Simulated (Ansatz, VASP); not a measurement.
Hf: VASP beside Ansatz

```
CELL_PARAMETERS angstrom
3.19238 0.00000 0.00000
-1.59619 2.76469 0.00000
0.00000 0.00000 5.04504
ATOMIC_POSITIONS crystal
Hf 0.33333 0.66667 0.25000
Hf 0.66667 0.33333 0.75000
```

Alike in both runs: task electric field gradients; functional PBEsol; k mesh 12 × 12 × 7; occupations fermi-dirac, width 0.05 eV; no spin polarisation.

```csv
,VASP,Ansatz
version,VASP 6.6.1,Ansatz 0.2.0
potentials or method,"VASP PAW PBE potentials, release 64 (Hf_pv)","PAW with Ansatz's default frozen-core files, scalar-relativistic"
plane-wave cutoff (eV),520,420
valence electrons in the cell,20,52
```

```csv
,VASP,Ansatz,Ansatz less VASP
pressure (GPa),-3.6,-3.2,+0.38
size of Vzz on the site where it differs most (V/Å²),85.3,94.8,+9.51
```

VASP's potentials were made for PBE, not for PBEsol. VASP's potentials hold 20 valence electrons a cell and Ansatz's 52, so a difference there can come from the potentials and not from the codes.

Spin-orbit coupling is off throughout.
